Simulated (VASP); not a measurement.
Wanted: the native input for a VASP 6.6.1 run.

```
Task                               : single point
Functional                         : HSE06
Potentials or basis                : VASP PAW PBE potentials, release 64 (Br, K_sv)
Cutoff                             : 520 eV
k mesh                             : 4 × 4 × 4
Occupations                        : fermi-dirac, width 0.05 eV
Spin                               : no spin polarisation
Dipole correction                  : no
Grid for exact exchange (PRECFOCK) : Normal
Further INCAR settings             : ALGO = Normal; EDIFF = 1e-06; NBANDS = 15
Screening parameter                : 0.2079 1/Å
```

Crystal: KBr.

```
Br K
1.0
     0.00000    3.30000    3.30000
     3.30000    0.00000    3.30000
     3.30000    3.30000    0.00000
Br K
1 1
Cartesian
  3.3000 3.3000 3.3000
  0.0000 0.0000 0.0000
```

The input as run:

POSCAR

```
KBr
1.0
    0.0000000000      3.3000000000      3.3000000000
    3.3000000000      0.0000000000      3.3000000000
    3.3000000000      3.3000000000      0.0000000000
Br K
1 1
Direct
    0.5000000000      0.5000000000      0.5000000000
    0.0000000000      0.0000000000      0.0000000000
```

INCAR.step1

```
ALGO = Normal
EDIFF = 1E-5
ENCUT = 520
GGA = PE
ISIF = 2
ISMEAR = -1
LASPH = True
LCHARG = False
LREAL = False
LWAVE = True
NBANDS = 15
NELM = 80
PREC = Accurate
SIGMA = 0.05
```

INCAR.step2

```
ALGO = Normal
EDIFF = 1E-6
ENCUT = 520
GGA = PE
HFSCREEN = 0.2079
ISIF = 2
ISMEAR = -1
ISTART = 1
LASPH = True
LCHARG = False
LHFCALC = True
LREAL = False
LWAVE = False
NBANDS = 15
NELM = 80
PREC = Accurate
PRECFOCK = Normal
SIGMA = 0.05
```

KPOINTS

```
k-points
0
Gamma
  4 4 4
```

Potentials or basis: VASP PAW PBE potentials, release 64 (Br, K_sv).

Launch:

```sh
$ cat potpaw_PBE.64/Br/POTCAR potpaw_PBE.64/K_sv/POTCAR > POTCAR
$ cp INCAR.step1 INCAR
$ mpirun -np 1 vasp_std > vasp.out
$ cp INCAR.step2 INCAR
$ mpirun -np 1 vasp_std > vasp.out
```

Results of the run:

```yaml
Pressure: 0.5 GPa
Band_gap_on_the_k_mesh: 5.60 eV, direct
```

Caveat: the PAW data sets were made with another functional, which shifts forces and pressure a little.

It took 3.6 min on 1 thread of Intel(R) Xeon(R) 6975P-C (Granite Rapids), with other jobs on the host, peak memory 0.32 GiB.
